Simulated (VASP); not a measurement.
# SmO5 (P6/mmm) in VASP: further runs

SmO5 is run at these levels: PBE; tasks: relaxation of cell and atoms.

All numbers are computed with VASP 6.6.1; they aren't measurements. Logs are shortened: lines on timing, memory, paths and dates and some standing lists are left out, and cuts for length are marked.

## (1) The cell of the first run

Symmetry: P6/mmm, No. 191, hexagonal system. Conventional cell: a = 3.912 Å, b = 3.912 Å, c = 5.823 Å, α = 90.00°, β = 90.00°, γ = 120.00°. Sm (site symmetry 6/mmm) has 6 O at 2.26 Å within 3.0 Å. O (site symmetry -6m2) has 3 Sm at 2.26 Å and 3 O at 2.26 Å within 3.0 Å. O (site symmetry mmm) has 4 O at 1.96 Å within 2.6 Å.

The cell was generated, and may not be a known phase.

## (2) Relaxation of cell and atoms, PBE

Contents of INCAR:

```
ALGO = Normal ; EDIFF = 1E-7
EDIFFG = -0.01 ; ENCUT = 600
GGA = PE ; GGA_COMPAT = F
IBRION = 2 ; ISIF = 3
ISMEAR = 0 ; LASPH = T
LCHARG = F ; LMAXMIX = 6
LREAL = F ; LWAVE = F
NELM = 200 ; NELMIN = 4
NSW = 100 ; PREC = Accurate
SIGMA = 0.1
```

Contents of KPOINTS:

```
k-points
0
Gamma
  12 12 6
```

Contents of POSCAR:

```
SmO5
1.0
    3.9120332238      0.0000000000      0.0000000000
   -1.9560166119      3.3879201523      0.0000000000
    0.0000000000      0.0000000000      5.8230092323
Sm O
1 5
Direct
    0.0000000000      0.0000000000      0.0000000000
    0.3333333333      0.6666666667      0.0000000000
    0.6666666667      0.3333333333      0.0000000000
    0.5000000000      0.0000000000      0.5000000000
    0.5000000000      0.5000000000      0.5000000000
    0.0000000000      0.5000000000      0.5000000000
```

Potentials or basis: VASP PAW PBE potentials, release 64 (Sm_3, O), 4f in core.

Command:

```bash
cat potpaw_PBE.64/Sm_3/POTCAR potpaw_PBE.64/O/POTCAR > POTCAR
mpirun -np 1 vasp_std > vasp.out
```

OUTCAR:

```text
EDIFF = 1E-7
   EDIFFG = -0.01
   ENCUT = 600
   GGA = PE
   IBRION = 2
   ISIF = 3
   ISMEAR = 0
   LASPH = T
   LREAL = F
   NELM = 200
   NELMIN = 4
   NSW = 100
   PREC = Accurate

 ion  position               nearest neighbor table
   1  0.000  0.000  0.000-   2 2.26   3 2.26   3 2.26   2 2.26   3 2.26   2 2.26
   2  0.333  0.667  0.000-   1 2.26   1 2.26   1 2.26
   3  0.667  0.333  0.000-   1 2.26   1 2.26   1 2.26
   4  0.500  0.000  0.500-   5 1.96   6 1.96   5 1.96   6 1.96
   5  0.500  0.500  0.500-   6 1.96   6 1.96   4 1.96   4 1.96
   6  0.000  0.500  0.500-   5 1.96   5 1.96   4 1.96   4 1.96

  LATTYP: Found a hexagonal cell.
 ALAT       =     3.9120332238
 C/A-ratio  =     1.4884866511

  Lattice vectors:

 A1 = (   3.9120332238,   0.0000000000,   0.0000000000)
 A2 = (  -1.9560166119,   3.3879201523,   0.0000000000)
 A3 = (   0.0000000000,   0.0000000000,   5.8230092323)

Analysis of symmetry for initial positions (statically):
=====================================================================
 Subroutine PRICEL returns:
 Original cell was already a primitive cell.

 Routine SETGRP: Setting up the symmetry group for a
 hexagonal supercell.

 Subroutine GETGRP returns: Found 24 space group operations
 (whereof 24 operations were pure point group operations)
 out of a pool of 24 trial point group operations.

The static configuration has the point symmetry D_6h.

Analysis of symmetry for dynamics (positions and initial velocities):
=====================================================================
 Subroutine PRICEL returns:
 Original cell was already a primitive cell.

 Routine SETGRP: Setting up the symmetry group for a
 hexagonal supercell.

 Subroutine GETGRP returns: Found 24 space group operations
 (whereof 24 operations were pure point group operations)
 out of a pool of 24 trial point group operations.

The dynamic configuration has the point symmetry D_6h.

 Subroutine INISYM returns: Found 24 space group operations
 (whereof 24 operations are pure point group operations),
 and found     1 'primitive' translations

----------------------------------------------------------------------------------------

                                     Primitive cell

  volume of cell :      77.1762

  direct lattice vectors                    reciprocal lattice vectors
     3.912033224  0.000000000  0.000000000     0.255621551  0.147583171  0.000000000
    -1.956016612  3.387920152  0.000000000     0.000000000  0.295166342  0.000000000
     0.000000000  0.000000000  5.823009232     0.000000000  0.000000000  0.171732512

  length of vectors
     3.912033224  3.912033224  5.823009232     0.295166342  0.295166342  0.171732512

  position of ions in fractional coordinates (direct lattice)
     0.000000000  0.000000000  0.000000000
     0.333333333  0.666666667  0.000000000
     0.666666667  0.333333333  0.000000000
     0.500000000  0.000000000  0.500000000
     0.500000000  0.500000000  0.500000000
     0.000000000  0.500000000  0.500000000

  ion indices of the primitive-cell ions
   primitive index   ion index
                 1           1
                 2           2
                 3           3
                 4           4
                 5           5
                 6           6

----------------------------------------------------------------------------------------

 KPOINTS: k-points

Automatic generation of k-mesh.
 Grid dimensions read from file:
 generate k-points for:   12   12    6

 Generating k-lattice:

  Cartesian coordinates                     Fractional coordinates (reciprocal lattice)
     0.021301796  0.012298598  0.000000000     0.083333333  0.000000000  0.000000000
     0.000000000  0.024597195  0.000000000     0.000000000  0.083333333  0.000000000
     0.000000000  0.000000000  0.028622085     0.000000000  0.000000000  0.166666667

  Length of vectors
     0.024597195  0.024597195  0.028622085

  Shift w.r.t. Gamma in fractional coordinates (k-lattice)
     0.000000000  0.000000000  0.000000000

 Subroutine IBZKPT returns following result:
 ===========================================

 Found     76 irreducible k-points:

 Following reciprocal coordinates:
            Coordinates               Weight
  0.000000  0.000000  0.000000      1.000000
  0.083333 -0.000000  0.000000      6.000000
  0.166667  0.000000  0.000000      6.000000
  0.250000  0.000000  0.000000      6.000000
  0.333333  0.000000  0.000000      6.000000
  0.416667  0.000000  0.000000      6.000000
[... 16 lines left out ...]
  0.250000  0.000000  0.166667     12.000000
  0.333333  0.000000  0.166667     12.000000
 [... further k-points ...]
   k-points           NKPTS =     76   k-points in BZ     NKDIM =     76   number of bands    NBANDS=     24
   number of dos      NEDOS =    301   number of ions     NIONS =      6
   total plane-waves  NPLWV =  49152
   dimension x,y,z NGX =    32 NGY =   32 NGZ =   48
   dimension x,y,z NGXF=    64 NGYF=   64 NGZF=   96
   ions per type =               1   5
   NGX,Y,Z   is equivalent  to a cutoff of  13.60, 13.60, 13.70 a.u.
   NGXF,Y,Z  is equivalent  to a cutoff of  27.20, 27.20, 27.41 a.u.
 SYSTEM =  unknown system
   PREC   = accura    normal or accurate (medium, high low for compatibility)
   ISTART =      0    job   : 0-new  1-cont  2-samecut
   ICHARG =      2    charge: 1-file 2-atom 10-const
   ISPIN  =      1    spin polarized calculation?
   LNONCOLLINEAR =      F non collinear calculations
   LSORBIT =      F    spin-orbit coupling
   LASPH  =      T    aspherical Exc in radial PAW
   ENCUT  =  600.0 eV  44.10 Ry    6.64 a.u.   7.81  7.81 11.63*2*pi/ulx,y,z
   NELM   =    200;   NELMIN=  4; NELMDL= -5     # of ELM steps
   EDIFF  = 0.1E-06   stopping-criterion for ELM
   LREAL  =      F    real-space projection
   EDIFFG = -.1E-01   stopping-criterion for IOM
   NSW    =    100    number of steps for IOM
   IBRION =      2    ionic relax: 0-MD 1-quasi-New 2-CG
   NFREE  =      1    steps in history (QN), initial steepest desc. (CG)
   ISIF   =      3    stress and relaxation
   ISYM   =      2    0-nonsym 1-usesym 2-fastsym
   POTIM  = 0.5000    time-step for ionic-motion
   TEBEG  =    0.0;   TEEND  =   0.0 temperature during run
   PSTRESS=    0.0 pullay stress
   NELECT =      41.0000    total number of electrons
   NUPDOWN=      -1.0000    fix difference up-down
   EMIN   =  10.00;   EMAX   =-10.00  energy-range for DOS
   EFERMI =   0.00;   METHOD = LEGACY
   ISMEAR =     0;   SIGMA  =   0.10  broadening in eV -4-tet -1-fermi 0-gaus
   EFERMI_NEDOS =   21; number of points for ismear=-14 and -15
   IALGO  =     38    algorithm
   IMIX   =      4    mixing-type and parameters
     AMIX     =   0.40;   BMIX     =  1.00
     AMIX_MAG =   1.60;   BMIX_MAG =  1.00
  volume/ion in A,a.u.               =      12.86        86.80
  Fermi-wavevector in a.u.,A,eV,Ry     =   1.325893  2.505574 23.918927  1.757992
  Thomas-Fermi vector in A             =   2.455320
   LORBIT       =      0    0 simple, 1 ext, 2 COOP (PROOUT), +10 PAW based schemes
   GGA     = PE    functional components
   LHFCALC =     F    Hartree Fock is set to
   AEXX    =    0.0000 exact exchange contribution
   IVDW    =     0    specifies the selected vdW correction
   LEPSILON=     F    determine dielectric tensor
   LRPA    =     F    only Hartree local field effects (RPA)
 conjugate gradient relaxation of ions
 non-spin polarized calculation
 Gauss-broadening in eV      SIGMA  =   0.10
  energy-cutoff  :      600.00
  volume of cell :       77.18
 maximum number of plane-waves:      2598
 NGX is ok and might be reduce to    32
   NGX = 15   NGY = 15   NGZ = 23

--------------------------------------- Ionic step        1  -------------------------------------------

 number of electron      40.9999992 magnetization

 Free energy of the ion-electron system (eV)
  ---------------------------------------------------
  ext. energy  EPLUGINS =         0.00000000
  ---------------------------------------------------
  free energy    TOTEN  =       -30.23634277 eV

  energy without entropy =      -30.17234458  energy(sigma->0) =      -30.20434368

------------------------ aborting loop because EDIFF is reached ----------------------------------------

  FORCE on cell =-STRESS in cart. coord.  units (eV):
  Direction    XX          YY          ZZ          XY          YZ          ZX
  --------------------------------------------------------------------------------------
  -------------------------------------------------------------------------------------
  Total        0.8157236      0.8157236     -0.1611532     -0.0000000      0.0000000      0.0000000
  in kB       16.9344243     16.9344243     -3.3455413     -0.0000000      0.0000000      0.0000000
  external PRESSURE =      10.1744357 kB  Pullay stress =       0.0000000 kB

 VOLUME and BASIS-vectors are now :
 -----------------------------------------------------------------------------
  energy-cutoff  :      600.00
  volume of cell :       77.18
      direct lattice vectors                 reciprocal lattice vectors
     3.912033224  0.000000000  0.000000000     0.255621551  0.147583171  0.000000000
    -1.956016612  3.387920152  0.000000000     0.000000000  0.295166342  0.000000000
     0.000000000  0.000000000  5.823009232     0.000000000  0.000000000  0.171732512
[... 161 lines left out ...]
 POSITION                                       TOTAL-FORCE (eV/Angst)
 -----------------------------------------------------------------------------------
      0.00000      0.00000      0.00000        -0.000000     -0.000000      0.000000
     -0.00000      2.26824     -0.00000        -0.000000      0.000000      0.000000
      1.96435      1.13412      5.78012         0.000000     -0.000000     -0.000000
      1.96435     -0.00000      2.89006        -0.000000     -0.000000      0.000000
      0.98218      1.70118      2.89006        -0.000000     -0.000000      0.000000
     -0.98218      1.70118      2.89006        -0.000000     -0.000000      0.000000
 -----------------------------------------------------------------------------------
    total drift:                               -0.000000      0.000000      0.000000

  FREE ENERGIE OF THE ION-ELECTRON SYSTEM (eV)
  ---------------------------------------------------
  free  energy   TOTEN  =       -30.2407763298 eV

  energy  without entropy=      -30.1764954081  energy(sigma->0) =      -30.20863587

--------------------------------------- Ionic step        6  -------------------------------------------

 number of electron      41.0000010 magnetization

 Free energy of the ion-electron system (eV)
  ---------------------------------------------------
  ext. energy  EPLUGINS =         0.00000000
  ---------------------------------------------------
  free energy    TOTEN  =       -30.24104521 eV

  energy without entropy =      -30.17745375  energy(sigma->0) =      -30.20924948

 E-fermi :   0.5881     XC(G=0): -10.2009

 val. band max:        0.5863728261   @ k =   0.3333   0.1667   0.1667
 cond. band min:       0.5886413624   @ k =   0.1667   0.0000   0.3333
 fundamental gap:      0.0022685363
 Fermi energy:         0.5880814079

 k-point     1 :       0.0000    0.0000    0.0000
  band No.  band energies     occupation
      1     -38.2308      2.00000
      2     -19.0176      2.00000
      3     -17.8031      2.00000
      4     -17.5745      2.00000
      5     -17.5745      2.00000
      6     -17.0586      2.00000
[... 16 lines left out ...]
     23       3.9880      0.00000
     24       3.9880      0.00000
[... 598 lines left out ...]
      2     -19.5024      2.00000
      3     -18.2684      2.00000
      4     -17.7382      2.00000
      5     -17.7302      2.00000
      6     -15.7856      2.00000
[... 16 lines left out ...]
     23       1.6025      0.00000
     24       3.7912      0.00000

 [... further k-points ...]

------------------------ aborting loop because EDIFF is reached ----------------------------------------

  FORCE on cell =-STRESS in cart. coord.  units (eV):
  Direction    XX          YY          ZZ          XY          YZ          ZX
  --------------------------------------------------------------------------------------
  -------------------------------------------------------------------------------------
  Total       -0.0554399     -0.0554399      0.0566547      0.0000000      0.0000000      0.0000000
  in kB       -1.1604278     -1.1604278      1.1858552      0.0000000      0.0000000      0.0000000
  external PRESSURE =      -0.3783335 kB  Pullay stress =       0.0000000 kB

 VOLUME and BASIS-vectors are now :
 -----------------------------------------------------------------------------
  energy-cutoff  :      600.00
  volume of cell :       76.54
      direct lattice vectors                 reciprocal lattice vectors
     3.929967159 -0.000000000  0.000000000     0.254455053  0.146909693  0.000000000
    -1.964983579  3.403451396 -0.000000000     0.000000000  0.293819386  0.000000000
    -0.000000000 -0.000000000  5.722775862     0.000000000  0.000000000  0.174740375

 POSITION                                       TOTAL-FORCE (eV/Angst)
 -----------------------------------------------------------------------------------
      1.96498      3.40345      5.72278        -0.000000     -0.000000     -0.000000
     -0.00000      2.26897     -0.00000         0.000000      0.000000      0.000000
      1.96498      1.13448     -0.00000        -0.000000     -0.000000     -0.000000
      1.96498     -0.00000      2.86139        -0.000000     -0.000000     -0.000000
      0.98249      1.70173      2.86139        -0.000000     -0.000000     -0.000000
      2.94748      1.70173      2.86139        -0.000000      0.000000     -0.000000
 -----------------------------------------------------------------------------------
    total drift:                               -0.000000      0.000000     -0.000000

  FREE ENERGIE OF THE ION-ELECTRON SYSTEM (eV)
  ---------------------------------------------------
  free  energy   TOTEN  =       -30.2410452132 eV

  energy  without entropy=      -30.1774537484  energy(sigma->0) =      -30.20924948

 reached required accuracy - stopping structural energy minimisation
```

Wall time 8.6 min (1 thread of Intel Xeon Platinum 8375C at 2.90GHz (Ice Lake), shared host); peak memory 0.32 GiB.

What came out:

```yaml
Free_energy: -30.2410 eV
Relaxed_volume: 12.76 Å³/atom
Relaxed_cell: a = 3.930 Å, b = 3.930 Å, c = 5.723 Å, α = 90.00°, β = 90.00°, γ = 120.00°
Space_group_after_relaxing_to_0.1_Å: P6/mmm (No. 191)
Energy_gained_by_relaxing: 0.8 meV/atom
Ionic_steps: 6
Pressure_after_relaxing: 0.0 GPa
Band_gap_on_the_k_mesh: zero (an odd number of electrons rules out a gap without spin polarisation)
```

Step by step:
```tsv
step	energy change (eV)	largest force (eV/Å)	pressure (GPa)	volume (Å³)
1	0.0000	0.0000	1.02	77.18
2	-0.0021	0.0000	-0.89	78.09
3	-0.0034	0.0000	-0.18	77.74
4	-0.0037	0.0000	-0.17	77.62
5	-0.0044	0.0000	-0.13	77.26
6	-0.0047	0.0000	-0.04	76.54
```

Final structure:
```xyz
6
Lattice="3.9300 0.0000 0.0000 -1.9650 3.4035 0.0000 0.0000 0.0000 5.7228" Properties=species:S:1:pos:R:3 pbc="T T T"
Sm    1.9650    3.4035    5.7228
O     0.0000    2.2690    0.0000
O     1.9650    1.1345    0.0000
O     1.9650    0.0000    2.8614
O     0.9825    1.7017    2.8614
O     2.9475    1.7017    2.8614
```

Levels at points of the mesh, in eV from the Fermi level:
| k point | band 19 | band 20 | band 21 | band 22 | band 23 | band 24 |
| --- | --- | --- | --- | --- | --- | --- |
| (0.00, 0.00, 0.00) | -0.01 | 0.86 | 0.86 | 2.39 | 3.40 | 3.40 |
| (0.50, 0.00, 0.00) | -0.86 | -0.58 | -0.49 | -0.31 | -0.16 | 3.19 |
| (0.00, 0.00, 0.50) | 0.04 | 0.86 | 0.86 | 2.39 | 3.40 | 3.40 |
| (0.50, 0.00, 0.50) | -0.86 | -0.84 | -0.61 | -0.47 | -0.04 | 3.19 |

Caveat: spin-orbit coupling is left out, which moves the levels of the heavy elements; the 4f electrons are frozen in the core, so they carry no moment and show no levels; an odd number of electrons without spin polarisation forces a metal; a magnetic or distorted state may lie lower; the run has no spin polarisation, though such a crystal can be magnetic.

## (3) Relaxation of cell and atoms, PBE

Contents of INCAR:

```
PREC = Accurate
ENCUT = 600
EDIFF = 1E-7
ISMEAR = 0
SIGMA = 0.1
LREAL = False
LASPH = True
NELM = 200
ALGO = Normal
ISIF = 3
LWAVE = False
LCHARG = False
GGA = PE
IBRION = 2
NSW = 100
EDIFFG = -0.01
GGA_COMPAT = False
NELMIN = 4
LMAXMIX = 6
```

Contents of KPOINTS:

```
regular mesh
0
Gamma
  12 12 8
```

Edit POSCAR of step 2 so:

```diff
@@ -2,5 +2,5 @@
 1.0
-    3.9120332238      0.0000000000      0.0000000000
-   -1.9560166119      3.3879201523      0.0000000000
-    0.0000000000      0.0000000000      5.8230092323
+    3.9180477412      0.0000000000      0.0000000000
+   -1.9590238706      3.3931288771      0.0000000000
+    0.0000000000      0.0000000000      5.7969531662
 Sm O
```

Potentials or basis: VASP PAW PBE potentials, release 64 (Sm_3, O), 4f in core.

Command:

```bash
cat potpaw_PBE.64/Sm_3/POTCAR potpaw_PBE.64/O/POTCAR > POTCAR
mpirun -np 1 vasp_std > vasp.out
```

It took 13 min on 1 thread of Intel Xeon Platinum 8375C at 2.90GHz (Ice Lake), shared host; peak memory 0.36 GiB.

It converged, with:

```
Free energy                           : -30.2409 eV
Relaxed volume                        : 12.76 Å³/atom
Relaxed cell                          : a = 3.929 Å, b = 3.929 Å, c = 5.728 Å, α = 90.00°, β = 90.00°, γ = 120.00°
Space group after relaxing (to 0.1 Å) : P6/mmm (No. 191)
Energy gained by relaxing             : 0.3 meV/atom
Ionic steps                           : 7
Pressure after relaxing               : 0.1 GPa
Band gap on the k mesh                : zero (an odd number of electrons rules out a gap without spin polarisation)
```

The path:
```tsv
step	energy change (eV)	largest force (eV/Å)	pressure (GPa)	volume (Å³)
1	0.0000	0.0000	0.63	77.07
2	-0.0008	0.0000	-0.58	77.63
3	-0.0013	0.0000	-0.12	77.41
4	-0.0013	0.0000	-0.13	77.42
5	-0.0015	0.0000	-0.11	77.33
6	-0.0018	0.0000	-0.06	77.07
7	-0.0019	0.0000	0.05	76.56
```

Final structure:
```xyz
6
Lattice="3.9286 0.0000 0.0000 -1.9643 3.4022 0.0000 0.0000 0.0000 5.7283" Properties=species:S:1:pos:R:3 pbc="T T T"
Sm   -1.9643    3.4022    5.7283
O     0.0000    2.2682    0.0000
O     1.9643    1.1341    5.7283
O     1.9643    0.0000    2.8641
O     0.9821    1.7011    2.8641
O    -0.9821    1.7011    2.8641
```

Levels at points of the mesh, in eV from the Fermi level:
```tsv
k point	band 17	band 18	band 19	band 20	band 21	band 22	band 23	band 24
(0.00, 0.00, 0.00)	-0.09	-0.01	-0.01	0.87	0.87	2.40	3.40	3.40
(0.50, 0.00, 0.00)	-1.08	-0.96	-0.86	-0.58	-0.49	-0.31	-0.16	3.19
(0.00, 0.00, 0.50)	-0.05	0.04	0.04	0.86	0.86	2.40	3.40	3.40
(0.50, 0.00, 0.50)	-1.14	-0.93	-0.86	-0.84	-0.61	-0.47	-0.04	3.19
```

Caveat: spin-orbit coupling is left out, which moves the levels of the heavy elements; the 4f electrons are frozen in the core, so they carry no moment and show no levels; an odd number of electrons without spin polarisation forces a metal; a magnetic or distorted state may lie lower; the run has no spin polarisation, though such a crystal can be magnetic. With open d or f shells a metallic result of PBE can be an artefact of self-interaction; +U or a hybrid may open a gap.
